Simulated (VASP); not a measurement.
# Be2P (P-6m2) in VASP: a series of runs

Be2P is run at these levels: PBE; tasks: relaxation of cell and atoms, single point.

Program: VASP 6.6.1. These are calculated values, not measurements. Logs are shortened: lines on timing, memory, paths and dates and some standing lists are left out, and cuts for length are marked.

## 1. The cell of the first run

It takes space group P-6m2 (No. 187, hexagonal). Conventional cell: a = 3.082 Å, b = 3.082 Å, c = 4.777 Å, α = 90.00°, β = 90.00°, γ = 120.00°. Be (site symmetry 3m) has 3 P at 2.14 Å and 2 Be at 2.39 Å within 2.8 Å. Within 2.8 Å of P (site symmetry -6m2) lie 6 Be at 2.14 Å.

## 2. Relaxation of cell and atoms, PBE (atoms taken out)

INCAR reads:

```
SYSTEM = Be2P
PREC = Accurate
ENCUT = 600
EDIFF = 1E-7
ISMEAR = 0
SIGMA = 0.1
LREAL = .False.
LASPH = .True.
NELM = 80
ALGO = Normal
ISIF = 3
LWAVE = .False.
LCHARG = .False.
GGA = PE
IBRION = 2
NSW = 90
EDIFFG = -0.04
```

KPOINTS reads:

```
Automatic mesh
0
Gamma
  6 6 4
  0 0 0
```

POSCAR reads:

```
Be2P
1.0
    3.0820143900      0.0000000000      0.0000000000
   -1.5410071900      2.6691027600      0.0000000000
    0.0000000000      0.0000000000      4.7771223000
Be P
2 1
Direct
    0.0000000000      0.0000000000      0.7500000000
    0.0000000000      0.0000000000      0.2500000000
    0.3333333300      0.6666666700      0.0000000000
```

Potentials or basis: VASP PAW PBE potentials, release 64 (Be, P).

Run with:

```
> cat potpaw_PBE.64/Be/POTCAR potpaw_PBE.64/P/POTCAR > POTCAR
> mpirun -np 1 vasp_std > vasp.out
```

OUTCAR:

```text
SYSTEM = Be2P
   PREC = Accurate
   ENCUT = 600
   EDIFF = 1E-7
   ISMEAR = 0
   LREAL = .False.
   LASPH = .True.
   NELM = 80
   ISIF = 3
   GGA = PE
   IBRION = 2
   NSW = 90
   EDIFFG = -0.04

 ion  position               nearest neighbor table
   1  0.000  0.000  0.750-   3 2.14   3 2.14   3 2.14
   2  0.000  0.000  0.250-   3 2.14   3 2.14   3 2.14
   3  0.333  0.667  0.000-   1 2.14   2 2.14   1 2.14   2 2.14   1 2.14   2 2.14

  LATTYP: Found a hexagonal cell.
 ALAT       =     3.0820143900
 C/A-ratio  =     1.5499999985

  Lattice vectors:

 A1 = (   3.0820143900,   0.0000000000,   0.0000000000)
 A2 = (  -1.5410071900,   2.6691027600,   0.0000000000)
 A3 = (   0.0000000000,   0.0000000000,   4.7771223000)

Analysis of symmetry for initial positions (statically):
=====================================================================
 Subroutine PRICEL returns:
 Original cell was already a primitive cell.

 Routine SETGRP: Setting up the symmetry group for a
 hexagonal supercell.

 Subroutine GETGRP returns: Found 12 space group operations
 (whereof 12 operations were pure point group operations)
 out of a pool of 24 trial point group operations.

The static configuration has the point symmetry D_3h.

Analysis of symmetry for dynamics (positions and initial velocities):
=====================================================================
 Subroutine PRICEL returns:
 Original cell was already a primitive cell.

 Routine SETGRP: Setting up the symmetry group for a
 hexagonal supercell.

 Subroutine GETGRP returns: Found 12 space group operations
 (whereof 12 operations were pure point group operations)
 out of a pool of 24 trial point group operations.

The dynamic configuration has the point symmetry D_3h.

 Subroutine INISYM returns: Found 12 space group operations
 (whereof 12 operations are pure point group operations),
 and found     1 'primitive' translations

----------------------------------------------------------------------------------------

                                     Primitive cell

  volume of cell :      39.2976

  direct lattice vectors                    reciprocal lattice vectors
     3.082014390  0.000000000  0.000000000     0.324463118  0.187328868  0.000000000
    -1.541007190  2.669102760  0.000000000     0.000000000  0.374657737  0.000000000
     0.000000000  0.000000000  4.777122300     0.000000000  0.000000000  0.209331044

[... 84 lines left out ...]
   NSW    =     90    number of steps for IOM
   IBRION =      2    ionic relax: 0-MD 1-quasi-New 2-CG
   NFREE  =      1    steps in history (QN), initial steepest desc. (CG)
   ISIF   =      3    stress and relaxation
   ISYM   =      2    0-nonsym 1-usesym 2-fastsym
   POTIM  = 0.5000    time-step for ionic-motion
   TEBEG  =    0.0;   TEEND  =   0.0 temperature during run
   PSTRESS=    0.0 pullay stress
   NELECT =       9.0000    total number of electrons
   NUPDOWN=      -1.0000    fix difference up-down
   EMIN   =  10.00;   EMAX   =-10.00  energy-range for DOS
   EFERMI =   0.00;   METHOD = LEGACY
   ISMEAR =     0;   SIGMA  =   0.10  broadening in eV -4-tet -1-fermi 0-gaus
   EFERMI_NEDOS =   21; number of points for ismear=-14 and -15
   IALGO  =     38    algorithm
   IMIX   =      4    mixing-type and parameters
     AMIX     =   0.40;   BMIX     =  1.00
     AMIX_MAG =   1.60;   BMIX_MAG =  1.00
  volume/ion in A,a.u.               =      13.10        88.40
  Fermi-wavevector in a.u.,A,eV,Ry     =   1.001614  1.892775 13.649771  1.003230
  Thomas-Fermi vector in A             =   2.134047
   LORBIT       =      0    0 simple, 1 ext, 2 COOP (PROOUT), +10 PAW based schemes
   GGA     = PE    functional components
   LHFCALC =     F    Hartree Fock is set to
   AEXX    =    0.0000 exact exchange contribution
   IVDW    =     0    specifies the selected vdW correction
   LEPSILON=     F    determine dielectric tensor
   LRPA    =     F    only Hartree local field effects (RPA)
 conjugate gradient relaxation of ions
 non-spin polarized calculation
 Gauss-broadening in eV      SIGMA  =   0.10
  energy-cutoff  :      600.00
  volume of cell :       39.30
 maximum number of plane-waves:      1339
 NGX is ok and might be reduce to    28

--------------------------------------- Ionic step        1  -------------------------------------------

 number of electron       9.0000000 magnetization

 Free energy of the ion-electron system (eV)
  ---------------------------------------------------
  ext. energy  EPLUGINS =         0.00000000
  ---------------------------------------------------
  free energy    TOTEN  =       -11.53327611 eV

  energy without entropy =      -11.51864557  energy(sigma->0) =      -11.52596084

------------------------ aborting loop because EDIFF is reached ----------------------------------------

  FORCE on cell =-STRESS in cart. coord.  units (eV):
  Direction    XX          YY          ZZ          XY          YZ          ZX
  --------------------------------------------------------------------------------------
  -------------------------------------------------------------------------------------
  Total        3.0116180      3.0116180     -1.5394108      0.0000000     -0.0000000      0.0000000
  in kB      122.7846721    122.7846724    -62.7622921      0.0000002     -0.0000000      0.0000000
  external PRESSURE =      60.9356841 kB  Pullay stress =       0.0000000 kB
[... 92 lines left out ...]
  FREE ENERGIE OF THE ION-ELECTRON SYSTEM (eV)
  ---------------------------------------------------
  free  energy   TOTEN  =       -11.8756675824 eV

  energy  without entropy=      -11.8682857298  energy(sigma->0) =      -11.87197666

[... ionic steps 4 to 7 ...]

--------------------------------------- Ionic step        8  -------------------------------------------

 number of electron       9.0000000 magnetization

------------------------ aborting loop because EDIFF is reached ----------------------------------------
[... 69 lines left out ...]
--------------------------------------- Ionic step       10  -------------------------------------------

 number of electron       9.0000000 magnetization

 Free energy of the ion-electron system (eV)
  ---------------------------------------------------
  ext. energy  EPLUGINS =         0.00000000
  ---------------------------------------------------
  free energy    TOTEN  =       -12.19965065 eV

  energy without entropy =      -12.18743307  energy(sigma->0) =      -12.19354186

 E-fermi :   4.0903     XC(G=0):  -9.4118

 val. band max:        4.0778852753   @ k =   0.3333   0.1667   0.0000
 cond. band min:       4.1005179841   @ k =   0.5000   0.0000   0.0000
 fundamental gap:      0.0226327088
 Fermi energy:         4.0902961779

 k-point     1 :       0.0000    0.0000    0.0000
  band No.  band energies     occupation
      1      -8.1983      2.00000
      2       1.4305      2.00000
      3       1.9799      2.00000
      4       3.9174      1.98554
      5       3.9174      1.98554
      6       8.7243      0.00000
      7       8.7701      0.00000
      8       8.7701      0.00000
[... 248 lines left out ...]
  FREE ENERGIE OF THE ION-ELECTRON SYSTEM (eV)
  ---------------------------------------------------
  free  energy   TOTEN  =       -12.1996506514 eV

  energy  without entropy=      -12.1874330707  energy(sigma->0) =      -12.19354186

 reached required accuracy - stopping structural energy minimisation
```

CONTCAR:

```text
Be2P
   1.00000000000000
     3.4086164475404117    0.0000000005645440   -0.0000000000000000
    -1.7043082177514450    2.9519484395104945   -0.0000000000000000
    -0.0000000000000000   -0.0000000000000000    4.1825781019833403
  Be              P
     2     1
Direct
     0.0000000000000000    1.0000000000000000    0.7625668707352278
     1.0000000000000000    0.0000000000000000    0.2374331292647722
     0.3333333300000021    0.6666666699999979    0.0000000000000000

  0.00000000E+00  0.00000000E+00  0.00000000E+00
  0.00000000E+00  0.00000000E+00  0.00000000E+00
  0.00000000E+00  0.00000000E+00  0.00000000E+00
```

Wall time 40 s (1 thread of Intel Xeon 6975P-C (Granite Rapids), shared host); peak memory 0.17 GiB.

Results:

| Quantity | Value |
| --- | --- |
| Free energy | -12.1997 eV |
| Relaxed volume | 14.03 Å³/atom |
| Relaxed cell | a = 3.409 Å, b = 3.409 Å, c = 4.183 Å, α = 90.00°, β = 90.00°, γ = 120.00° |
| Space group after relaxing (to 0.1 Å) | P-6m2 (No. 187) |
| Energy gained by relaxing | 222.1 meV/atom |
| Ionic steps | 10 |
| Pressure after relaxing | 0.1 GPa |
| Largest force after relaxing | 0.023 eV/Å |
| Band gap on the k mesh | zero (an odd number of electrons rules out a gap without spin polarisation) |

Forces in eV/Å, atoms in the order of the input:
```
Be   0.000  0.000  0.023
Be   0.000  0.000 -0.023
P    0.000  0.000  0.000
```

The path:
| step | energy change (eV) | largest force (eV/Å) | pressure (GPa) | volume (Å³) |
| --- | --- | --- | --- | --- |
| 1 | 0.0000 | 0.2750 | 6.09 | 39.30 |
| 2 | -0.2329 | 0.3299 | -0.65 | 42.13 |
| 3 | -0.3424 | 1.2149 | -5.29 | 44.91 |
| 4 | -0.5131 | 1.2391 | -5.59 | 45.01 |
| 5 | -0.5527 | 1.0705 | -5.64 | 45.03 |
| 6 | -0.5568 | 1.0197 | -5.61 | 45.02 |
| 7 | -0.6355 | 0.5547 | -3.08 | 43.51 |
| 8 | -0.6645 | 0.0209 | 0.17 | 41.99 |
| 9 | -0.6659 | 0.0220 | 0.14 | 42.04 |
| 10 | -0.6664 | 0.0226 | 0.10 | 42.09 |

Final structure:
```yaml
crystal:
  lattice:
    - [3.40862, 0.00000, 0.00000]
    - [-1.70431, 2.95195, 0.00000]
    - [0.00000, 0.00000, 4.18258]
  atoms:
    - { symbol: Be, position: [0.00000, 0.00000, 0.76257] }
    - { symbol: Be, position: [0.00000, 0.00000, 0.23743] }
    - { symbol: P, position: [0.33333, 0.66667, 0.00000] }
```

Levels at points of the mesh, in eV from the Fermi level:
```
           k point  band 2  band 3  band 4  band 5  band 6  band 7  band 8
(0.00, 0.00, 0.00)   -2.66   -2.11   -0.17   -0.17    4.63    4.68    4.68
(0.50, 0.00, 0.00)   -6.63   -2.16   -1.35    0.01    2.48    3.88    4.93
(0.00, 0.00, 0.50)   -5.83    0.12    0.12    3.51    4.17    5.33    5.33
(0.50, 0.00, 0.50)   -6.32   -3.34   -1.79   -1.28    3.00    4.15    5.61
```

Caveat: the k points lie up to 0.38 Å⁻¹ apart in the final cell, too coarse for converged energies and pressures of a metal; the cell differs from its parent crystal (atoms taken out).

## 3. Single point, PBE

This run uses another cell than the first one: it holds 6 atoms, not 3.

INCAR reads:

```
SYSTEM = Be2P
PREC = Accurate
ENCUT = 520
EDIFF = 1E-6
ISMEAR = 0
SIGMA = 0.2
LREAL = .False.
LASPH = .True.
NELM = 80
ALGO = Normal
ISIF = 2
LWAVE = .False.
LCHARG = .False.
GGA = PE
NBANDS = 18
```

KPOINTS reads:

```
regular mesh
0
Gamma
  6 6 4
  0 0 0
```

POSCAR reads:

```
Be2P
1.0
    3.4022292454      0.0000000000      0.0000000000
   -1.7011146227      2.9464169560      0.0000000000
    0.0000000000      0.0000000000      8.4419372501
Be P
4 2
Direct
    0.0000000000      0.0000000000      0.3827009470
    0.0000000000      0.0000000000      0.8827009470
    0.0000000000      0.0000000000      0.1172990530
    0.0000000000      0.0000000000      0.6172990530
    0.3333333333      0.6666666667      0.5000000000
    0.3333333333      0.6666666667      0.0000000000
```

Potentials or basis: VASP PAW PBE potentials, release 64 (Be, P).

Run with:

```
> cat potpaw_PBE.64/Be/POTCAR potpaw_PBE.64/P/POTCAR > POTCAR
> mpirun -np 1 vasp_std > vasp.out
```

Run time: 25 s. Hardware: 1 thread of Intel Xeon 6975P-C (Granite Rapids), shared host; peak memory 0.2 GiB.

It converged, with:

- Free energy: -24.3676 eV
- Pressure: 0.1 GPa
- Largest force: 0.128 eV/Å
- Band gap on the k mesh: zero (bands 9 and 10 overlap by 1.51 eV)

Forces in eV/Å, atoms in the order of the input:
```
Be   0.000  0.000 -0.128
Be   0.000  0.000 -0.128
Be   0.000  0.000  0.128
Be   0.000  0.000  0.128
P    0.000  0.000  0.000
P    0.000  0.000  0.000
```

Stress tensor (GPa, compression positive):
```
-0.32  0.00  0.00
 0.00 -0.32  0.00
 0.00  0.00  0.92
```

Levels at points of the mesh, in eV from the Fermi level:
```csv
k point,band 5,band 6,band 7,band 8,band 9,band 10,band 11,band 12,band 13,band 14
"(0.00, 0.00, 0.00)",-2.15,-0.18,-0.18,0.09,0.09,3.46,4.13,4.66,4.69,4.69
"(0.50, 0.00, 0.00)",-3.33,-2.18,-1.84,-1.43,-1.26,0.01,2.48,2.96,3.74,4.19
"(0.00, 0.00, 0.50)",-0.05,-0.05,-0.05,-0.05,0.81,0.81,4.63,4.63,4.91,4.91
"(0.50, 0.00, 0.50)",-2.56,-2.56,-2.02,-2.02,-0.61,-0.61,2.81,2.81,4.44,4.44
```

The gap in the log of VASP goes by the Fermi energy; the results here count the filled bands.